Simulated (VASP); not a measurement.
AlN, 8 atoms in the cell. It takes space group Cm (No. 8, monoclinic). Conventional cell: a = 6.190 Å, b = 6.190 Å, c = 4.377 Å, α = 90.00°, β = 90.00°, γ = 90.00°. Al (site symmetry m) has 2 N at 1.42 to 1.89 Å within 1.9 Å. Al (site symmetry 1) has 4 N at 1.90 Å within 2.5 Å. Within 2.5 Å of Al (site symmetry m) lie 4 N at 1.90 Å. Within 1.9 Å of N (site symmetry m) lie 4 Al at 1.42 to 1.90 Å. Within 2.5 Å of N (site symmetry 1) lie 4 Al at 1.90 to 2.24 Å. Within 2.5 Å of N (site symmetry m) lie 4 Al at 1.89 to 1.90 Å.  This cell differs from its parent crystal: atom 1 (Al) moved by -0.252 Å along [1 1 0] and +0.504 Å along [0 0 1].

| Quantity | Value |
| --- | --- |
| Program | VASP 6.6.1 |
| Task | single point |
| Functional | PBEsol |
| Potentials or basis | VASP PAW PBE potentials, release 64 (Al, N) |
| Cutoff | 520 eV |
| k mesh | 6 × 6 × 6 |
| Occupations | gaussian, width 0.05 eV |
| Spin | no spin polarisation |
| Dipole correction | no |
| Further INCAR settings | ALGO = Normal; EDIFF = 1e-06; NBANDS = 26 |

Potentials or basis: VASP PAW PBE potentials, release 64 (Al, N).

The run is started by

```console
$ cat potpaw_PBE.64/Al/POTCAR potpaw_PBE.64/N/POTCAR > POTCAR
$ mpirun -np 1 vasp_std > vasp.out
```

Hardware: 1 thread of Intel(R) Xeon(R) Platinum 8488C (Sapphire Rapids), on a shared host.

Problem. Estimate the wall time of this run.

Solution. Run time: 87 s on 1 thread of Intel(R) Xeon(R) Platinum 8488C (Sapphire Rapids) (shared host), peak memory 0.26 GiB. Counts: scf iterations 14, k points 68.
